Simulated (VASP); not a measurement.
# TiN (Osbornite) (Fm-3m) in VASP: a series of runs

TiN (Osbornite) is run at these levels: LDA; tasks: single point.

Everything below comes from runs of VASP 6.6.1. Logs are shortened: lines on timing, memory, paths and dates and some standing lists are left out, and cuts for length are marked.

### 1 The cell of the first run

The structure is cubic, space group Fm-3m (No. 225). The conventional cell has a = 4.238 Å, b = 4.238 Å, c = 4.238 Å, α = 90.00°, β = 90.00°, γ = 90.00°. Ti (site symmetry m-3m) has 6 N at 2.12 Å within 2.8 Å. N (site symmetry m-3m) has 6 Ti at 2.12 Å within 2.8 Å.

### 2 Single point, LDA

The input, INCAR:

```
SYSTEM = TiN
PREC     = Accurate       ! precision mode
ENCUT    = 520            ! plane-wave cutoff, eV
EDIFF    = 1E-6           ! SCF threshold, eV
ISMEAR   = 1              ! smearing method
SIGMA    = 0.05           ! smearing width, eV
LREAL    = .False.        ! projectors in reciprocal space
LASPH    = .True.         ! aspherical terms in the spheres
NELM     = 60             ! most SCF steps
ALGO     = Normal         ! electronic algorithm
ISIF     = 2              ! what is computed and relaxed
LWAVE    = .False.        ! write WAVECAR
LCHARG   = .False.        ! write CHGCAR
NBANDS   = 16             ! bands
```

The input, KPOINTS:

```
Automatic mesh
0
Gamma
  9 9 9
  0 0 0
```

The input, POSCAR:

```
TiN
1.0
    0.0000000000      2.1190000000      2.1190000000
    2.1190000000      0.0000000000      2.1190000000
    2.1190000000      2.1190000000      0.0000000000
Ti N
1 1
Direct
    0.0000000000      0.0000000000      0.0000000000
    0.5000000000      0.5000000000      0.5000000000
```

Potentials or basis: VASP PAW LDA potentials, release 64 (Ti_sv, N).

On the command line:

```console
cat potpaw_LDA.64/Ti_sv/POTCAR potpaw_LDA.64/N/POTCAR > POTCAR
mpirun -np 1 vasp_std > vasp.out
```

OUTCAR:

```text
SYSTEM = TiN
   PREC = Accurate
   ENCUT = 520
   EDIFF = 1E-6
   ISMEAR = 1
   LREAL = .False.
   LASPH = .True.
   NELM = 60
   ISIF = 2

 ion  position               nearest neighbor table
   1  0.000  0.000  0.000-   2 2.12   2 2.12   2 2.12   2 2.12   2 2.12   2 2.12
   2  0.500  0.500  0.500-   1 2.12   1 2.12   1 2.12   1 2.12   1 2.12   1 2.12

  LATTYP: Found a face centered cubic cell.
 ALAT       =     4.2380000000

  Lattice vectors:

 A1 = (   0.0000000000,   2.1190000000,   2.1190000000)
 A2 = (   2.1190000000,   0.0000000000,   2.1190000000)
 A3 = (   2.1190000000,   2.1190000000,   0.0000000000)

Analysis of symmetry for initial positions (statically):
=====================================================================
 Subroutine PRICEL returns:
 Original cell was already a primitive cell.

 Routine SETGRP: Setting up the symmetry group for a
 face centered cubic supercell.

 Subroutine GETGRP returns: Found 48 space group operations
 (whereof 48 operations were pure point group operations)
 out of a pool of 48 trial point group operations.

The static configuration has the point symmetry O_h .

Analysis of symmetry for dynamics (positions and initial velocities):
=====================================================================
 Subroutine PRICEL returns:
 Original cell was already a primitive cell.

 Routine SETGRP: Setting up the symmetry group for a
 face centered cubic supercell.

 Subroutine GETGRP returns: Found 48 space group operations
 (whereof 48 operations were pure point group operations)
 out of a pool of 48 trial point group operations.

The dynamic configuration has the point symmetry O_h .

 Subroutine INISYM returns: Found 48 space group operations
 (whereof 48 operations are pure point group operations),
 and found     1 'primitive' translations

----------------------------------------------------------------------------------------

                                     Primitive cell

  volume of cell :      19.0293

  direct lattice vectors                    reciprocal lattice vectors
     0.000000000  2.119000000  2.119000000    -0.235960359  0.235960359  0.235960359
     2.119000000  0.000000000  2.119000000     0.235960359 -0.235960359  0.235960359
     2.119000000  2.119000000  0.000000000     0.235960359  0.235960359 -0.235960359

  length of vectors
     2.996718539  2.996718539  2.996718539     0.408695330  0.408695330  0.408695330

  position of ions in fractional coordinates (direct lattice)
[... 74 lines left out ...]
   LNONCOLLINEAR =      F non collinear calculations
   LSORBIT =      F    spin-orbit coupling
   LASPH  =      T    aspherical Exc in radial PAW
   ENCUT  =  520.0 eV  38.22 Ry    6.18 a.u.   5.57  5.57  5.57*2*pi/ulx,y,z
   NELM   =     60;   NELMIN=  2; NELMDL= -5     # of ELM steps
   EDIFF  = 0.1E-05   stopping-criterion for ELM
   LREAL  =      F    real-space projection
   EDIFFG = 0.1E-04   stopping-criterion for IOM
   NSW    =      0    number of steps for IOM
   IBRION =     -1    ionic relax: 0-MD 1-quasi-New 2-CG
   NFREE  =      0    steps in history (QN), initial steepest desc. (CG)
   ISIF   =      2    stress and relaxation
   ISYM   =      2    0-nonsym 1-usesym 2-fastsym
   POTIM  = 0.5000    time-step for ionic-motion
   TEBEG  =    0.0;   TEEND  =   0.0 temperature during run
   PSTRESS=    0.0 pullay stress
   NELECT =      17.0000    total number of electrons
   NUPDOWN=      -1.0000    fix difference up-down
   EMIN   =  10.00;   EMAX   =-10.00  energy-range for DOS
   EFERMI =   0.00;   METHOD = LEGACY
   ISMEAR =     1;   SIGMA  =   0.05  broadening in eV -4-tet -1-fermi 0-gaus
   EFERMI_NEDOS =   21; number of points for ismear=-14 and -15
   IALGO  =     38    algorithm
   IMIX   =      4    mixing-type and parameters
     AMIX     =   0.40;   BMIX     =  1.00
     AMIX_MAG =   1.60;   BMIX_MAG =  1.00
  volume/ion in A,a.u.               =       9.51        64.21
  Fermi-wavevector in a.u.,A,eV,Ry     =   1.576704  2.979539 33.824024  2.485996
  Thomas-Fermi vector in A             =   2.677497
   LORBIT       =      0    0 simple, 1 ext, 2 COOP (PROOUT), +10 PAW based schemes
   GGA     = CA    functional components
   LHFCALC =     F    Hartree Fock is set to
   AEXX    =    0.0000 exact exchange contribution
   IVDW    =     0    specifies the selected vdW correction
   LEPSILON=     F    determine dielectric tensor
   LRPA    =     F    only Hartree local field effects (RPA)
 non-spin polarized calculation
 Methfessel and Paxton  Order N= 1 SIGMA  =   0.05
  energy-cutoff  :      520.00
  volume of cell :       19.03
 maximum number of plane-waves:       531
   NGX = 11   NGY = 11   NGZ = 11

 number of electron      17.0000002 magnetization

 Free energy of the ion-electron system (eV)
  ---------------------------------------------------
  ext. energy  EPLUGINS =         0.00000000
  ---------------------------------------------------
  free energy    TOTEN  =       -21.64456595 eV

  energy without entropy =      -21.64471666  energy(sigma->0) =      -21.64461619

 E-fermi :  11.1671     XC(G=0): -13.3870

 val. band max:       11.0947689117   @ k =   0.1111   0.0000   0.0000
 cond. band min:      11.2044656784   @ k =   0.4444   0.2222   0.1111
 fundamental gap:      0.1096967667
 Fermi energy:        11.1670833919

 k-point     1 :       0.0000    0.0000    0.0000
  band No.  band energies     occupation
      1     -45.9389      2.00000
      2     -22.2936      2.00000
      3     -22.2936      2.00000
      4     -22.2936      2.00000
      5      -5.6347      2.00000
      6       9.2130      2.00000
[... 433 lines left out ...]
      3     -22.5023      2.00000
      4     -22.5023      2.00000
      5      -4.1952      2.00000
      6       5.3164      2.00000
[... 8 lines left out ...]
     15      23.2290      0.00000
     16      25.7069      0.00000

 [... further k-points ...]
[... 5 lines left out ...]
  --------------------------------------------------------------------------------------
  -------------------------------------------------------------------------------------
  Total       -1.5230713     -1.5230713     -1.5230713     -0.0000000      0.0000000      0.0000000
  in kB     -128.2354036   -128.2354036   -128.2354036     -0.0000000      0.0000000      0.0000000
  external PRESSURE =    -128.2354036 kB  Pullay stress =       0.0000000 kB

 VOLUME and BASIS-vectors are now :
 -----------------------------------------------------------------------------
  energy-cutoff  :      520.00
  volume of cell :       19.03
      direct lattice vectors                 reciprocal lattice vectors
     0.000000000  2.119000000  2.119000000    -0.235960359  0.235960359  0.235960359
     2.119000000  0.000000000  2.119000000     0.235960359 -0.235960359  0.235960359
     2.119000000  2.119000000  0.000000000     0.235960359  0.235960359 -0.235960359

 POSITION                                       TOTAL-FORCE (eV/Angst)
 -----------------------------------------------------------------------------------
      0.00000      0.00000      0.00000         0.000000     -0.000000     -0.000000
      2.11900      2.11900      2.11900         0.000000      0.000000      0.000000
 -----------------------------------------------------------------------------------
    total drift:                                0.000000     -0.000000     -0.000000

  FREE ENERGIE OF THE ION-ELECTRON SYSTEM (eV)
  ---------------------------------------------------
  free  energy   TOTEN  =       -21.6445659505 eV

  energy  without entropy=      -21.6447166602  energy(sigma->0) =      -21.64461619
```

OSZICAR:

```text
N       E                     dE             d eps       ncg     rms          rms(c)
DAV:   1     0.129780469839E+03    0.12978E+03   -0.80917E+03  1128   0.123E+03
DAV:   2    -0.194817729127E+02   -0.14926E+03   -0.14017E+03  1224   0.342E+02
DAV:   3    -0.265829810637E+02   -0.71012E+01   -0.70398E+01  1440   0.769E+01
DAV:   4    -0.267493304445E+02   -0.16635E+00   -0.16621E+00  1304   0.110E+01
DAV:   5    -0.267535129078E+02   -0.41825E-02   -0.41824E-02  1352   0.154E+00    0.179E+01
DAV:   6    -0.221325711401E+02    0.46209E+01   -0.13258E+01  1456   0.534E+01    0.700E+00
DAV:   7    -0.217032877322E+02    0.42928E+00   -0.16632E+00  1384   0.164E+01    0.480E+00
DAV:   8    -0.219191449633E+02   -0.21586E+00   -0.11087E+00  1528   0.150E+01    0.612E+00
DAV:   9    -0.216564095289E+02    0.26274E+00   -0.33916E-01  1272   0.904E+00    0.151E+00
DAV:  10    -0.216482345055E+02    0.81750E-02   -0.37946E-02  1320   0.213E+00    0.422E-01
DAV:  11    -0.216446851252E+02    0.35494E-02   -0.56761E-03  1592   0.822E-01    0.176E-01
DAV:  12    -0.216446165095E+02    0.68616E-04   -0.43094E-04  1216   0.187E-01    0.763E-02
DAV:  13    -0.216445734894E+02    0.43020E-04   -0.18942E-04  1336   0.218E-01    0.176E-02
DAV:  14    -0.216445662423E+02    0.72471E-05   -0.11317E-05  1400   0.455E-02    0.641E-03
DAV:  15    -0.216445659505E+02    0.29180E-06   -0.19411E-06  1232   0.127E-02
   1 F= -.21644566E+02 E0= -.21644616E+02  d E =0.150710E-03
```

Run time: 12 s. Hardware: 1 thread of AMD EPYC 7R13 (Zen 3), shared host; peak memory 0.1 GiB.

What came out:

- Free energy: -21.6446 eV
- Pressure: -12.8 GPa

### 3 Single point, LDA

This run uses another cell than the first one, of 9.80 Å³/atom, 1.030 times its volume.

The input, INCAR:

```
SYSTEM = TiN
PREC = Accurate
ENCUT = 520
EDIFF = 1E-7
ISMEAR = 1
SIGMA = 0.05
LREAL = .False.
LASPH = .True.
NELM = 100
ALGO = Normal
ISIF = 2
LWAVE = .False.
LCHARG = .False.
NBANDS = 16
```

The input, KPOINTS:

```
regular mesh
0
Gamma
  9 9 9
  0 0 0
```

The input, POSCAR:

```
TiN
1.0
    0.0000000000      2.1399815626      2.1399815626
    2.1399815626      0.0000000000      2.1399815626
    2.1399815626      2.1399815626      0.0000000000
Ti N
1 1
Direct
    0.0000000000      0.0000000000      0.0000000000
    0.5000000000      0.5000000000      0.5000000000
```

Potentials or basis: VASP PAW LDA potentials, release 64 (Ti_sv, N).

On the command line:

```console
cat potpaw_LDA.64/Ti_sv/POTCAR potpaw_LDA.64/N/POTCAR > POTCAR
mpirun -np 1 vasp_std > vasp.out
```

Run time: 13 s. Hardware: 1 thread of AMD EPYC 7R13 (Zen 3), shared host; peak memory 0.1 GiB.

Results (log left out):

- Free energy: -21.5862 eV
- Pressure: -20.1 GPa

Levels at points of the mesh, in eV from the Fermi level:
```csv
k point,band 7,band 8,band 9,band 10,band 11,band 12
"(0.00, 0.00, 0.00)",-1.91,-1.91,-0.58,-0.58,-0.58,0.56
```

### 4 Single point, LDA

This run uses another cell than the first one, of 10.09 Å³/atom, 1.060 times its volume.

The input, INCAR:

```
SYSTEM = TiN
  ALGO = Normal
  EDIFF = 1E-6
  ENCUT = 520
  GGA = CA
  ISIF = 2
  ISMEAR = 1
  LASPH = .True.
  LCHARG = .False.
  LREAL = .False.
  LWAVE = .False.
  NBANDS = 16
  NELM = 60
  PREC = Accurate
  SIGMA = 0.05
```

The input, KPOINTS:

```
k-points
0
Gamma
  9 9 9
  0 0 0
```

The input, POSCAR:

```
TiN
1.0
    0.0000000000      2.1605595707      2.1605595707
    2.1605595707      0.0000000000      2.1605595707
    2.1605595707      2.1605595707      0.0000000000
Ti N
1 1
Direct
    0.0000000000      0.0000000000      0.0000000000
    0.5000000000      0.5000000000      0.5000000000
```

On the command line:

```console
cat potpaw_LDA.64/Ti_sv/POTCAR potpaw_LDA.64/N/POTCAR > POTCAR
mpirun -np 1 vasp_std > vasp.out
```

Wall time 12 s (1 thread of AMD EPYC 7R13 (Zen 3), shared host); peak memory 0.1 GiB.

Results (log left out):

```yaml
Free_energy: -21.5040 eV
Pressure: -26.3 GPa
```

Levels at points of the mesh, in eV from the Fermi level:
```tsv
k point	band 6	band 7	band 8	band 9	band 10	band 11	band 12	band 13
(0.00, 0.00, 0.00)	-1.87	-1.87	-1.87	-0.56	-0.56	-0.56	0.54	0.54
```

### 5 Overview

| cell | gap on the mesh (eV) | pressure (GPa) |
| --- | --- | --- |
| a = 2.997 Å, angles 60.0°, 2 atoms | none | -12.8 |
| a = 3.026 Å, angles 60.0°, 2 atoms | none | -20.1 |
| a = 3.055 Å, angles 60.0°, 2 atoms | none | -26.3 |

Alike in all rows: task single point; level LDA; potentials or basis VASP PAW LDA potentials, release 64 (Ti_sv, N); no spin polarisation; k mesh 9 × 9 × 9; cutoff (eV) 520; smearing methfessel-paxton 0.05 eV.

Total energies depend on the potentials used, so only differences within one code and one set of settings carry meaning.
